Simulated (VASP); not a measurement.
A run of VASP 6.6.1 is set up as follows.

INCAR

```
  ALGO = Normal
  EDIFF = 1E-6
  ENCUT = 520
  ISIF = 2
  ISMEAR = 0
  LASPH = T
  LCHARG = F
  LREAL = F
  LWAVE = F
  NBANDS = 26
  NELM = 100
  PREC = Accurate
  SIGMA = 0.03
```

The input KPOINTS:

```
k-points
0
Gamma
  12 12 6
```

File POSCAR:

```
SiGe
1.0
    3.8694935620      0.0000000000      0.0000000000
   -1.9347467810      3.3510797245      0.0000000000
    0.0000000000      0.0000000000      6.3947485195
Si Ge
2 2
Direct
    0.6666666667      0.3333333333      0.8745031008
    0.3333333333      0.6666666667      0.3745031008
    0.6666666667      0.3333333333      0.5004958992
    0.3333333333      0.6666666667      0.0004958992
```

Potentials or basis: VASP PAW LDA potentials, release 64 (Si, Ge_d).

The run is started by

```console
$ cat potpaw_LDA.64/Si/POTCAR potpaw_LDA.64/Ge_d/POTCAR > POTCAR
$ mpirun -np 1 vasp_std > vasp.out
```

Q: Predict the band gap on the k mesh.

A: 0.32 eV (least direct gap 0.44 eV).

Q: Estimate the pressure.

A: 0.1 GPa.

A k mesh can miss the band edges.
